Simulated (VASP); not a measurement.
A run of VASP 6.6.1:

File POSCAR:

```
Fe
1.0
   -1.4333151444      1.4333151444      1.4333151444
    1.4333151444     -1.4333151444      1.4333151444
    1.4333151444      1.4333151444     -1.4333151444
Fe
1
Direct
    0.0000000000      0.0000000000      0.0000000000
```

Contents of INCAR.step1:

```
SYSTEM = Fe
ALGO = Normal ; EDIFF = 1E-5
ENCUT = 520 ; GGA = PE
ISIF = 2 ; ISMEAR = -1
ISPIN = 2 ; LASPH = .TRUE.
LMAXMIX = 4 ; LORBIT = 11
LREAL = .FALSE. ; LWAVE = .TRUE.
MAGMOM = 3 ; NBANDS = 14
NELM = 150 ; PREC = Accurate
SIGMA = 0.05
```

File INCAR.step2:

```
SYSTEM = Fe
ALGO = Normal ; EDIFF = 1E-7
ENCUT = 520 ; GGA = PE
HFSCREEN = 0.2079 ; ISIF = 2
ISMEAR = -1 ; ISPIN = 2
ISTART = 1 ; LASPH = .TRUE.
LCHARG = .TRUE. ; LELF = .TRUE.
LHFCALC = .TRUE. ; LMAXMIX = 4
LORBIT = 11 ; LREAL = .FALSE.
LVHAR = .TRUE. ; LWAVE = .FALSE.
MAGMOM = 3 ; NBANDS = 14
NELM = 150 ; PREC = Accurate
PRECFOCK = Normal ; SIGMA = 0.05
```

The input KPOINTS:

```
k-points
0
G
  8 8 8
  0 0 0
```

Potentials or basis: VASP PAW PBE potentials, release 64 (Fe).

The run is started by

```bash
$ cat potpaw_PBE.64/Fe/POTCAR > POTCAR
$ cp INCAR.step1 INCAR
$ mpirun -np 1 vasp_std > vasp.out
$ cp INCAR.step2 INCAR
$ mpirun -np 1 vasp_std > vasp.out
```

Hardware: 1 thread of Intel(R) Xeon(R) Platinum 8488C (Sapphire Rapids) (shared host).

Q: How long does it take, and how much memory?

A: Wall time 35 min on 1 thread of Intel(R) Xeon(R) Platinum 8488C (Sapphire Rapids), on a shared host, peak memory 0.24 GiB. Counts: k points 29.
